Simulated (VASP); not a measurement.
Set up this calculation in VASP 6.6.1, as the native input.

- Task: single point
- Functional: PBEsol-based screened hybrid with 25 % exact exchange
- Potentials or basis: VASP PAW PBE potentials, release 64 (Pb_d, Se)
- Cutoff: 520 eV
- k mesh: 4 × 4 × 4
- Occupations: fermi-dirac, width 0.05 eV
- Spin: no spin polarisation
- Dipole correction: no
- Grid for exact exchange (PRECFOCK): Normal
- Share of exact exchange: 0.25
- Further INCAR settings: ALGO = Normal; EDIFF = 1e-06; NBANDS = 17
- Screening parameter: 0.207 1/Å

Crystal: PbSe.

```xyz
2
Lattice="3.7843 0.0000 0.0000 0.0000 3.7843 0.0000 0.0000 0.0000 3.7843" Properties=species:S:1:pos:R:3 pbc="T T T"
Pb    0.0000    0.0000    0.0000
Se    1.8922    1.8922    1.8922
```

The input as run:

POSCAR

```
PbSe
1.0
    3.7843220000      0.0000000000      0.0000000000
    0.0000000000      3.7843220000      0.0000000000
    0.0000000000      0.0000000000      3.7843220000
Pb Se
1 1
Direct
    0.0000000000      0.0000000000      0.0000000000
    0.5000000000      0.5000000000      0.5000000000
```

INCAR.step1

```
ALGO = Normal ; EDIFF = 1E-5
ENCUT = 520 ; GGA = PE
ISIF = 2 ; ISMEAR = -1
LASPH = True ; LREAL = False
LWAVE = True ; NBANDS = 17
NELM = 100 ; PREC = Accurate
SIGMA = 0.05
```

INCAR.step2

```
AEXX = 0.25 ; ALGO = Normal
EDIFF = 1E-6 ; ENCUT = 520
GGA = PS ; HFSCREEN = 0.207
ISIF = 2 ; ISMEAR = -1
ISTART = 1 ; LASPH = True
LCHARG = True ; LELF = True
LHFCALC = True ; LREAL = False
LVHAR = True ; LWAVE = False
NBANDS = 17 ; NELM = 100
PREC = Accurate ; PRECFOCK = Normal
SIGMA = 0.05
```

KPOINTS

```
k-points
0
Gamma
  4 4 4
```

Potentials or basis: VASP PAW PBE potentials, release 64 (Pb_d, Se).

Command:

```sh
$ cat potpaw_PBE.64/Pb_d/POTCAR potpaw_PBE.64/Se/POTCAR > POTCAR
$ cp INCAR.step1 INCAR
$ mpirun -np 1 vasp_std > vasp.out
$ cp INCAR.step2 INCAR
$ mpirun -np 1 vasp_std > vasp.out
```

Results of the run:

* Pressure: -3.1 GPa
* Band gap on the k mesh: zero (bands 10 and 11 overlap by 0.35 eV)

Caveat: the k points lie up to 0.42 Å⁻¹ apart; the PAW data sets were made with another functional, which shifts forces and pressure a little; spin-orbit coupling is left out, which moves the levels of the heavy elements.

Run time: 15 min on 1 thread of Intel Xeon 8259CL, on a shared host, peak memory 0.29 GiB.
